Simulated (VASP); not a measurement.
Crystal: AgCl.

```
Ag Cl
1.0
    -0.08911    2.68407    2.68407
     2.68407   -0.08911    2.68407
     2.68407    2.68407   -0.08911
Ag Cl
1 1
Direct
  0.00000 0.00000 0.00000
  0.50000 0.50000 0.50000
```

This cell differs from its parent crystal: strain along [111] -4.8%.

Base run:

| Property | Result |
| --- | --- |
| Program | VASP 6.6.1 |
| Functional | PBE |
| Potentials or basis | VASP PAW PBE potentials, release 64 (Ag, Cl) |
| Cutoff | 520 eV |
| k mesh | 8 × 8 × 8 |
| Occupations | fermi-dirac, width 0.02 eV |
| Spin | no spin polarisation |

Its results: band gap on the k mesh 0.86 eV, indirect (least direct gap 3.27 eV); pressure 4.2 GPa.

**Question.** The run is repeated on the same cell with these changes: functional from PBE to r2SCAN; occupations from fermi-dirac, width 0.02 eV to gaussian, width 0.01 eV. What comes out?

**Answer.** Band gap on the k mesh 1.38 eV, indirect (least direct gap 3.83 eV); pressure 2.6 GPa.

Caveats: the PAW data sets were made with another functional, which shifts forces and pressure a little (some runs).

A k mesh can miss the band edges.
